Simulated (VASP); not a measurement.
# Ta2NbO2 (I4/mmm) in VASP: a series of runs

Ta2NbO2 is run at these levels: PBE; tasks: single point, relaxation of cell and atoms.

All numbers are computed with VASP 6.6.1; they aren't measurements. Logs are shortened: lines on timing, memory, paths and dates and some standing lists are left out, and cuts for length are marked.

### 1 The cell of the first run

The structure is tetragonal, space group I4/mmm (No. 139). Conventional cell: a = 3.677 Å, b = 3.677 Å, c = 9.921 Å, α = 90.00°, β = 90.00°, γ = 90.00°. Ta (site symmetry -4m2) has 4 O at 2.24 Å and 4 Ta at 2.60 Å within 3.0 Å. Within 3.8 Å of Nb (site symmetry 4/mmm) lie 10 O at 2.86 to 3.76 Å and 8 Ta at 3.09 Å and 4 Nb at 3.68 Å. Within 3.0 Å of O (site symmetry 4mm) lie 4 Ta at 2.24 Å and 1 O at 2.40 Å and 4 Nb at 2.86 Å.

### 2 Single point, PBE

Contents of INCAR:

```
ALGO = Normal ; EDIFF = 1E-7
ENCUT = 520 ; GGA = PE
ISIF = 2 ; ISMEAR = 0
LASPH = True ; LCHARG = False
LREAL = False ; LWAVE = False
NBANDS = 32 ; NELM = 100
PREC = Accurate ; SIGMA = 0.1
```

Contents of KPOINTS:

```
k-points
0
Gamma
  6 6 6
```

Contents of POSCAR:

```
Ta2NbO2
1.0
   -1.8387052200      1.8387052200      4.9604862700
    1.8387052200     -1.8387052200      4.9604862700
    1.8387052200      1.8387052200     -4.9604862700
Ta Nb O
2 1 2
Direct
    0.7500000000      0.2500000000      0.5000000000
    0.2500000000      0.7500000000      0.5000000000
    0.0000000000      0.0000000000      0.0000000000
    0.6208527700      0.6208527700      0.0000000000
    0.3791472300      0.3791472300      0.0000000000
```

Potentials or basis: VASP PAW PBE potentials, release 64 (Ta_pv, Nb_sv, O).

The run is started by

```bash
$ cat potpaw_PBE.64/Ta_pv/POTCAR potpaw_PBE.64/Nb_sv/POTCAR potpaw_PBE.64/O/POTCAR > POTCAR
$ mpirun -np 1 vasp_std > vasp.out
```

OUTCAR:

```text
EDIFF = 1E-7
   ENCUT = 520
   GGA = PE
   ISIF = 2
   ISMEAR = 0
   LASPH = True
   LREAL = False
   NELM = 100
   PREC = Accurate

 ion  position               nearest neighbor table
   1  0.750  0.250  0.500-   5 2.24   4 2.24   5 2.24   4 2.24   2 2.60   2 2.60   2 2.60   2 2.60
                             3 3.09   3 3.09   3 3.09   3 3.09
   2  0.250  0.750  0.500-   5 2.24   4 2.24   5 2.24   4 2.24   1 2.60   1 2.60   1 2.60   1 2.60
                             3 3.09   3 3.09   3 3.09   3 3.09
   3  0.000  0.000  0.000-   1 3.09   2 3.09   1 3.09   2 3.09   1 3.09   2 3.09   1 3.09   2 3.09

   4  0.621  0.621  0.000-   2 2.24   1 2.24   1 2.24   2 2.24
   5  0.379  0.379  0.000-   1 2.24   2 2.24   2 2.24   1 2.24

  LATTYP: Found a body centered tetragonal cell.
 ALAT       =     3.6774104400
 C/A-ratio  =     2.6978148624

  Lattice vectors:

 A1 = (  -1.8387052200,   1.8387052200,   4.9604862700)
 A2 = (   1.8387052200,  -1.8387052200,   4.9604862700)
 A3 = (   1.8387052200,   1.8387052200,  -4.9604862700)

Analysis of symmetry for initial positions (statically):
=====================================================================
 Subroutine PRICEL returns:
 Original cell was already a primitive cell.

 Routine SETGRP: Setting up the symmetry group for a
 body centered tetragonal supercell.

 Subroutine GETGRP returns: Found 16 space group operations
 (whereof 16 operations were pure point group operations)
 out of a pool of 16 trial point group operations.

The static configuration has the point symmetry D_4h.

Analysis of symmetry for dynamics (positions and initial velocities):
=====================================================================
 Subroutine PRICEL returns:
 Original cell was already a primitive cell.

 Routine SETGRP: Setting up the symmetry group for a
 body centered tetragonal supercell.

 Subroutine GETGRP returns: Found 16 space group operations
 (whereof 16 operations were pure point group operations)
 out of a pool of 16 trial point group operations.

The dynamic configuration has the point symmetry D_4h.

 Subroutine INISYM returns: Found 16 space group operations
 (whereof 16 operations are pure point group operations),
 and found     1 'primitive' translations

----------------------------------------------------------------------------------------

                                     Primitive cell
[... 92 lines left out ...]
   LNONCOLLINEAR =      F non collinear calculations
   LSORBIT =      F    spin-orbit coupling
   LASPH  =      T    aspherical Exc in radial PAW
   ENCUT  =  520.0 eV  38.22 Ry    6.18 a.u.  10.41 10.41 10.41*2*pi/ulx,y,z
   NELM   =    100;   NELMIN=  2; NELMDL= -5     # of ELM steps
   EDIFF  = 0.1E-06   stopping-criterion for ELM
   LREAL  =      F    real-space projection
   EDIFFG = 0.1E-05   stopping-criterion for IOM
   NSW    =      0    number of steps for IOM
   IBRION =     -1    ionic relax: 0-MD 1-quasi-New 2-CG
   NFREE  =      0    steps in history (QN), initial steepest desc. (CG)
   ISIF   =      2    stress and relaxation
   ISYM   =      2    0-nonsym 1-usesym 2-fastsym
   POTIM  = 0.5000    time-step for ionic-motion
   TEBEG  =    0.0;   TEEND  =   0.0 temperature during run
   PSTRESS=    0.0 pullay stress
   NELECT =      47.0000    total number of electrons
   NUPDOWN=      -1.0000    fix difference up-down
   EMIN   =  10.00;   EMAX   =-10.00  energy-range for DOS
   EFERMI =   0.00;   METHOD = LEGACY
   ISMEAR =     0;   SIGMA  =   0.10  broadening in eV -4-tet -1-fermi 0-gaus
   EFERMI_NEDOS =   21; number of points for ismear=-14 and -15
   IALGO  =     38    algorithm
   IMIX   =      4    mixing-type and parameters
     AMIX     =   0.40;   BMIX     =  1.00
     AMIX_MAG =   1.60;   BMIX_MAG =  1.00
  volume/ion in A,a.u.               =      13.42        90.54
  Fermi-wavevector in a.u.,A,eV,Ry     =   1.454023  2.747705 28.765207  2.114183
  Thomas-Fermi vector in A             =   2.571222
   LORBIT       =      0    0 simple, 1 ext, 2 COOP (PROOUT), +10 PAW based schemes
   GGA     = PE    functional components
   LHFCALC =     F    Hartree Fock is set to
   AEXX    =    0.0000 exact exchange contribution
   IVDW    =     0    specifies the selected vdW correction
   LEPSILON=     F    determine dielectric tensor
   LRPA    =     F    only Hartree local field effects (RPA)
 non-spin polarized calculation
 Gauss-broadening in eV      SIGMA  =   0.10
  energy-cutoff  :      520.00
  volume of cell :       67.08
 maximum number of plane-waves:      1820
 NGX is ok and might be reduce to    42
   NGX = 21   NGY = 21   NGZ = 21

 number of electron      46.9999998 magnetization

 Free energy of the ion-electron system (eV)
  ---------------------------------------------------
  ext. energy  EPLUGINS =         0.00000000
  ---------------------------------------------------
  free energy    TOTEN  =       -44.83927847 eV

  energy without entropy =      -44.81652795  energy(sigma->0) =      -44.82790321

 E-fermi :   8.0637     XC(G=0): -12.4611

 val. band max:        8.0549497801   @ k =  -0.3333   0.3333   0.1667
 cond. band min:       8.0703787798   @ k =   0.1667   0.1667   0.0000
 fundamental gap:      0.0154289997
 Fermi energy:         8.0637364151

 k-point     1 :       0.0000    0.0000    0.0000
  band No.  band energies     occupation
      1     -47.3467      2.00000
      2     -27.3850      2.00000
      3     -27.3850      2.00000
      4     -26.8648      2.00000
      5     -26.3023      2.00000
      6     -25.7961      2.00000
[... 829 lines left out ...]
     31      11.7090      0.00000
     32      12.8912      0.00000

 [... further k-points ...]
[... 5 lines left out ...]
  --------------------------------------------------------------------------------------
  -------------------------------------------------------------------------------------
  Total        6.0493875      6.0493875      1.1070387      0.0000000     -0.0000000     -0.0000000
  in kB      144.4819279    144.4819279     26.4402125      0.0000000     -0.0000000     -0.0000000
  external PRESSURE =     105.1346895 kB  Pullay stress =       0.0000000 kB

 VOLUME and BASIS-vectors are now :
 -----------------------------------------------------------------------------
  energy-cutoff  :      520.00
  volume of cell :       67.08
      direct lattice vectors                 reciprocal lattice vectors
    -1.838705220  1.838705220  4.960486270     0.000000000  0.271930484  0.100796570
     1.838705220 -1.838705220  4.960486270     0.271930484  0.000000000  0.100796570
     1.838705220  1.838705220 -4.960486270     0.271930484  0.271930484  0.000000000

 POSITION                                       TOTAL-FORCE (eV/Angst)
 -----------------------------------------------------------------------------------
     -0.00000      1.83871      2.48024         0.000000      0.000000     -0.000000
      1.83871     -0.00000      2.48024         0.000000      0.000000      0.000000
      0.00000      0.00000      0.00000         0.000000      0.000000      0.000000
      0.00000      0.00000      6.15946        -0.000000     -0.000000      0.693346
      0.00000      0.00000      3.76151        -0.000000     -0.000000     -0.693346
 -----------------------------------------------------------------------------------
    total drift:                               -0.000000      0.000000     -0.000000

  FREE ENERGIE OF THE ION-ELECTRON SYSTEM (eV)
  ---------------------------------------------------
  free  energy   TOTEN  =       -44.8392784729 eV

  energy  without entropy=      -44.8165279478  energy(sigma->0) =      -44.82790321
```

Wall time 65 s (1 thread of Intel Xeon 6975P-C (Granite Rapids), shared host); peak memory 0.29 GiB.

What came out:

- Free energy: -44.8393 eV
- Pressure: 10.5 GPa
- Largest force: 0.693 eV/Å

Forces on the atoms (eV/Å):
```
Ta   0.000  0.000  0.000
Ta   0.000  0.000  0.000
Nb   0.000  0.000  0.000
O    0.000  0.000  0.693
O    0.000  0.000 -0.693
```

Caveat: the k points lie up to 0.40 Å⁻¹ apart; spin-orbit coupling is left out, which moves the levels of the heavy elements; an odd number of electrons without spin polarisation forces a metal; a magnetic or distorted state may lie lower.

### 3 Single point, PBE

This run uses another cell than the first one, of 15.16 Å³/atom, 1.130 times its volume.

Contents of INCAR:

```
SYSTEM = Ta2NbO2
  PREC = Accurate
  ENCUT = 520
  EDIFF = 1E-6
  ISMEAR = 0
  SIGMA = 0.1
  LREAL = .False.
  LASPH = .True.
  NELM = 60
  ALGO = Normal
  ISIF = 2
  LWAVE = .False.
  LCHARG = .False.
  GGA = PE
  NBANDS = 32
```

Contents of KPOINTS:

```
Automatic mesh
0
Gamma
  6 6 6
  0 0 0
```

Contents of POSCAR:

```
Ta2NbO2
1.0
   -2.1238445851      2.1238445851      4.2019735898
    2.1238445851     -2.1238445851      4.2019735898
    2.1238445851      2.1238445851     -4.2019735898
Ta Nb O
2 1 2
Direct
    0.7500000000      0.2500000000      0.5000000000
    0.2500000000      0.7500000000      0.5000000000
    0.0000000000      0.0000000000      0.0000000000
    0.7415889993      0.7415889993      0.0000000000
    0.2584110007      0.2584110007      0.0000000000
```

Potentials or basis: VASP PAW PBE potentials, release 64 (Ta_pv, Nb_sv, O).

The run is started by

```bash
$ cat potpaw_PBE.64/Ta_pv/POTCAR potpaw_PBE.64/Nb_sv/POTCAR potpaw_PBE.64/O/POTCAR > POTCAR
$ mpirun -np 1 vasp_std > vasp.out
```

Wall time 44 s (1 thread of Intel Xeon 6975P-C (Granite Rapids), shared host); peak memory 0.27 GiB.

The run converged. Its results:

```
Free energy   : -47.8138 eV
Pressure      : 0.4 GPa
Largest force : 0.007 eV/Å
```

Forces on the atoms (eV/Å):
```
Ta   0.000  0.000  0.000
Ta   0.000  0.000  0.000
Nb   0.000  0.000  0.000
O    0.000  0.000  0.007
O    0.000  0.000 -0.007
```

Stress tensor (GPa, compression positive):
```
 0.75  0.00  0.00
 0.00  0.75  0.00
 0.00  0.00 -0.23
```

Levels at points of the mesh, in eV from the Fermi level:
```
           k point  band 19  band 20  band 21  band 22  band 23  band 24  band 25  band 26  band 27  band 28
(0.00, 0.00, 0.00)    -4.36    -4.05    -1.88    -1.88    -0.69    -0.43    -0.43     1.69     1.72     1.87
(0.50, 0.00, 0.00)    -2.70    -2.17    -1.15    -0.79    -0.35    -0.20     0.38     0.50     1.20     1.67
(0.50, 0.50, 0.00)    -1.65    -1.13    -1.00    -0.22     0.10     0.26     1.17     1.39     2.05     2.12
(0.50, 0.50, 0.50)    -3.79    -3.00    -3.00    -2.55    -1.83    -0.07     0.91     1.38     1.38     1.89
```

Caveat: spin-orbit coupling is left out, which moves the levels of the heavy elements; an odd number of electrons without spin polarisation forces a metal; a magnetic or distorted state may lie lower.

### 4 Single point, PBE

This run uses another cell than the first one, of 15.16 Å³/atom, 1.130 times its volume.

Contents of INCAR:

```
SYSTEM = Ta2NbO2
  PREC = Accurate
  ENCUT = 600
  EDIFF = 1E-6
  ISMEAR = 0
  SIGMA = 0.1
  LREAL = .False.
  LASPH = .True.
  NELM = 120
  ALGO = Normal
  ISIF = 2
  LWAVE = .False.
  LCHARG = .False.
  GGA = PE
  NBANDS = 34
  GGA_COMPAT = .False.
```

KPOINTS is that of step 3.

POSCAR is that of step 3.

Potentials or basis: VASP PAW PBE potentials, release 64 (Ta_sv_GW, Nb_sv, O).

The run is started by

```bash
$ cat potpaw_PBE.64/Ta_sv_GW/POTCAR potpaw_PBE.64/Nb_sv/POTCAR potpaw_PBE.64/O/POTCAR > POTCAR
$ mpirun -np 1 vasp_std > vasp.out
```

OUTCAR:

```text
SYSTEM = Ta2NbO2
   PREC = Accurate
   ENCUT = 600
   EDIFF = 1E-6
   ISMEAR = 0
   LREAL = .False.
   LASPH = .True.
   NELM = 120
   ISIF = 2
   GGA = PE

 ion  position               nearest neighbor table
   1  0.750  0.250  0.500-   5 2.13   4 2.13   5 2.13   4 2.13   3 2.99   3 2.99   3 2.99   3 2.99
                             2 3.00   2 3.00   2 3.00   2 3.00
   2  0.250  0.750  0.500-   5 2.13   4 2.13   5 2.13   4 2.13   3 2.99   3 2.99   3 2.99   3 2.99
                             1 3.00   1 3.00   1 3.00   1 3.00
   3  0.000  0.000  0.000-   4 2.17   5 2.17   1 2.99   2 2.99   1 2.99   2 2.99   1 2.99   2 2.99
                             1 2.99   2 2.99
   4  0.742  0.742  0.000-   2 2.13   1 2.13   1 2.13   2 2.13   3 2.17
   5  0.258  0.258  0.000-   1 2.13   2 2.13   2 2.13   1 2.13   3 2.17

  LATTYP: Found a body centered tetragonal cell.
 ALAT       =     4.2476891702
 C/A-ratio  =     1.9784750821

  Lattice vectors:

 A1 = (  -2.1238445851,   2.1238445851,   4.2019735898)
 A2 = (   2.1238445851,  -2.1238445851,   4.2019735898)
 A3 = (   2.1238445851,   2.1238445851,  -4.2019735898)

Analysis of symmetry for initial positions (statically):
=====================================================================
 Subroutine PRICEL returns:
[... 177 lines left out ...]

 E-fermi :   9.2761     XC(G=0): -11.8609

 val. band max:        9.2545227491   @ k =   0.3333   0.3333   0.1667
 cond. band min:       9.3191563063   @ k =  -0.1667   0.3333   0.1667
 fundamental gap:      0.0646335571
 Fermi energy:         9.2761234906

 k-point     1 :       0.0000    0.0000    0.0000
  band No.  band energies     occupation
      1     -59.7798      2.00000
      2     -59.7194      2.00000
      3     -45.5270      2.00000
      4     -26.7107      2.00000
      5     -26.7107      2.00000
      6     -26.2093      2.00000
[... 877 lines left out ...]
     33      12.7254      0.00000
     34      12.8585      0.00000

 [... further k-points ...]
[... 5 lines left out ...]
  --------------------------------------------------------------------------------------
  -------------------------------------------------------------------------------------
  Total        0.1132484      0.1132484     -0.2328971      0.0000000      0.0000000      0.0000000
  in kB        2.3932265      2.3932265     -4.9217076      0.0000000      0.0000000      0.0000000
  external PRESSURE =      -0.0450849 kB  Pullay stress =       0.0000000 kB

 VOLUME and BASIS-vectors are now :
 -----------------------------------------------------------------------------
  energy-cutoff  :      600.00
  volume of cell :       75.82
      direct lattice vectors                 reciprocal lattice vectors
    -2.123844585  2.123844585  4.201973590     0.000000000  0.235422122  0.118991705
     2.123844585 -2.123844585  4.201973590     0.235422122  0.000000000  0.118991705
     2.123844585  2.123844585 -4.201973590     0.235422122  0.235422122  0.000000000

 POSITION                                       TOTAL-FORCE (eV/Angst)
 -----------------------------------------------------------------------------------
      0.00000      2.12384      2.10099        -0.000000     -0.000000     -0.000000
      2.12384      0.00000      2.10099        -0.000000     -0.000000     -0.000000
      0.00000      0.00000      0.00000        -0.000000     -0.000000     -0.000000
      0.00000      0.00000      6.23227        -0.000000     -0.000000      0.005725
      0.00000      0.00000      2.17167         0.000000      0.000000     -0.005725
 -----------------------------------------------------------------------------------
    total drift:                               -0.000000     -0.000000      0.000000

  FREE ENERGIE OF THE ION-ELECTRON SYSTEM (eV)
  ---------------------------------------------------
  free  energy   TOTEN  =       -52.8540786268 eV

  energy  without entropy=      -52.8385816276  energy(sigma->0) =      -52.84633013
```

It took 99 s on 1 thread of Intel Xeon 6975P-C (Granite Rapids), shared host; peak memory 0.31 GiB.

What came out:

| Quantity | Value |
| --- | --- |
| Free energy | -52.8541 eV |
| Pressure | 0.0 GPa |
| Largest force | 0.006 eV/Å |

Forces on the atoms (eV/Å):
```
Ta   0.000  0.000  0.000
Ta   0.000  0.000  0.000
Nb   0.000  0.000  0.000
O    0.000  0.000  0.006
O    0.000  0.000 -0.006
```

Levels at points of the mesh, in eV from the Fermi level:
| k point | band 21 | band 22 | band 23 | band 24 | band 25 | band 26 | band 27 | band 28 | band 29 | band 30 |
| --- | --- | --- | --- | --- | --- | --- | --- | --- | --- | --- |
| (0.00, 0.00, 0.00) | -4.37 | -4.04 | -1.87 | -1.87 | -0.68 | -0.43 | -0.43 | 1.69 | 1.72 | 1.86 |
| (0.50, 0.00, 0.00) | -2.70 | -2.17 | -1.15 | -0.79 | -0.35 | -0.21 | 0.38 | 0.50 | 1.20 | 1.67 |
| (0.50, 0.50, 0.00) | -1.65 | -1.13 | -1.00 | -0.22 | 0.10 | 0.26 | 1.17 | 1.39 | 2.05 | 2.12 |
| (0.50, 0.50, 0.50) | -3.78 | -3.00 | -3.00 | -2.55 | -1.83 | -0.07 | 0.90 | 1.38 | 1.38 | 1.90 |

Caveat: spin-orbit coupling is left out, which moves the levels of the heavy elements; an odd number of electrons without spin polarisation forces a metal; a magnetic or distorted state may lie lower.

(Continued in part 2 of 2.)
